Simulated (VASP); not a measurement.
Input of a VASP 6.6.1 run:

Contents of INCAR:

```
ALGO     = Fast           # electronic algorithm
EDIFF    = 1E-6           # SCF threshold, eV
EDIFFG   = -0.04          # ionic threshold
ENCUT    = 600            # plane-wave cutoff, eV
GGA      = PE             # functional
IBRION   = 2              # ionic algorithm
ISIF     = 3              # what is computed and relaxed
ISMEAR   = 0              # smearing method
LASPH    = T              # aspherical terms in the spheres
LCHARG   = F              # write CHGCAR
LREAL    = F              # projectors in reciprocal space
LWAVE    = F              # write WAVECAR
NELM     = 60             # most SCF steps
NSW      = 90             # ionic steps
PREC     = Accurate       # precision mode
SIGMA    = 0.1            # smearing width, eV
```

Contents of KPOINTS:

```
k-points
0
Gamma
  8 8 6
```

File POSCAR:

```
Pd
1.0
    1.3014383714     -3.7890394812      0.0000000000
    1.3014383714      3.7890394812      0.0000000000
   -0.1105234539      0.0000000000      3.1335492958
Pd
2
Direct
    0.8690000000      0.1310000000      0.2500000000
    0.1310000000      0.8690000000      0.7500000000
```

Potentials or basis: VASP PAW PBE potentials, release 64 (Pd).

Launch:

```bash
$ cat potpaw_PBE.64/Pd/POTCAR > POTCAR
$ mpirun -np 1 vasp_std > vasp.out
```

Q: Estimate the relaxed cell.

A: a = 4.595 Å, b = 4.595 Å, c = 2.714 Å, α = 89.91°, β = 89.91°, γ = 146.01°.

Q: Predict the band gap on the k mesh.

A: Zero (band 10 reaches 9.19 eV, above the bottom of band 11 at 8.20 eV).

Q: What does it give for the relaxed volume?

A: 16.02 Å³/atom.

Stress tensor (GPa, compression positive):
```
 0.37  0.00 -0.01
 0.00  0.00  0.00
-0.01  0.00  0.28
```
